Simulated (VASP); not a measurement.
Here is a VASP 6.6.1 calculation.

Contents of INCAR:

```
SYSTEM = Sn
  PREC = Accurate
  ENCUT = 520
  EDIFF = 1E-7
  ISMEAR = -1
  SIGMA = 0.1
  LREAL = .False.
  LASPH = .True.
  NELM = 60
  ALGO = Normal
  ISIF = 2
  LWAVE = .False.
  LCHARG = .False.
  GGA = RE
  NBANDS = 36
```

The input KPOINTS:

```
Automatic mesh
0
Gamma
  12 12 4
  0 0 0
```

Contents of POSCAR:

```
Sn
1.0
    3.4142877863      0.0000000000      0.0000000000
   -1.7071438931      2.9568599587      0.0000000000
    0.0000000000      0.0000000000     11.2722755029
Sn
4
Direct
    0.0000000000      0.0000000000      0.0000000000
    0.0000000000      0.0000000000      0.5000000000
    0.3333333333      0.6666666667      0.2500000000
    0.6666666667      0.3333333333      0.7500000000
```

Potentials or basis: VASP PAW PBE potentials, release 64 (Sn_d).

The run is started by

```sh
$ cat potpaw_PBE.64/Sn_d/POTCAR > POTCAR
$ mpirun -np 1 vasp_std > vasp.out
```

Q: Predict the band gap on the k mesh.

A: Zero (band 28 reaches 13.38 eV, above the bottom of band 29 at 5.32 eV).

Q: What does it give for the pressure?

A: 0.1 GPa.

Stress tensor (GPa, compression positive):
```
0.19 0.00 0.00
0.00 0.19 0.00
0.00 0.00 0.04
```

Caveat: the PAW data sets were made with another functional, which shifts forces and pressure a little; spin-orbit coupling is left out, which moves the levels of the heavy elements.
